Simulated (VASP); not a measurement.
**P: single point with PBEsol**

Crystal: P.

```
P
1.0
    -3.31741    0.00000    0.00000
     0.00000    0.00000   -4.19717
     0.00000  -11.04071    0.00000
P
8
Direct
  0.00000 0.07287 0.79718
  0.50000 0.07287 0.33115
  0.00000 0.42713 0.33115
  0.50000 0.42713 0.79718
  0.00000 0.92713 0.60092
  0.50000 0.92713 0.13489
  0.00000 0.57287 0.13489
  0.50000 0.57287 0.60092
```

This cell differs from its parent crystal: the distance across one plane changed.

* Program: VASP 6.6.1
* Task: single point
* Functional: PBEsol
* Potentials or basis: VASP PAW PBE potentials, release 64 (P)
* Cutoff: 520 eV
* k mesh: 14 × 11 × 5
* Occupations: gaussian, width 0.15 eV
* Spin: no spin polarisation

```
Pressure               : -0.5 GPa
Largest force          : 0.110 eV/Å
Band gap on the k mesh : zero (bands 20 and 21 overlap by 0.10 eV)
```

Forces on the atoms (eV/Å):
```
P    0.000 -0.019 -0.109
P    0.000  0.057 -0.038
P    0.000  0.057  0.038
P    0.000 -0.019  0.109
P    0.000 -0.057  0.038
P    0.000  0.019  0.109
P    0.000  0.019 -0.109
P    0.000 -0.057 -0.038
```

Stress tensor (GPa, compression positive):
```
-0.19  0.00  0.00
 0.00 -1.35  0.00
 0.00  0.00  0.10
```

Levels at points of the mesh, in eV from the Fermi level:
| k point | band 18 | band 19 | band 20 | band 21 | band 22 | band 23 |
| --- | --- | --- | --- | --- | --- | --- |
| (0.00, 0.00, 0.00) | -2.10 | -0.95 | -0.44 | 0.30 | 0.73 | 1.04 |
| (0.50, 0.00, 0.00) | -2.84 | -2.18 | -2.18 | 0.75 | 0.75 | 0.98 |

It took 15 min on 1 thread of Intel Xeon 8259CL, with other jobs on the host, peak memory 0.56 GiB.

Caveat: the cell differs from its parent crystal (the distance across one plane changed); the PAW data sets were made with another functional, which shifts forces and pressure a little; this functional lacks dispersion, which binds layers or chains, so the pressure and a relaxed spacing across them are unreliable.
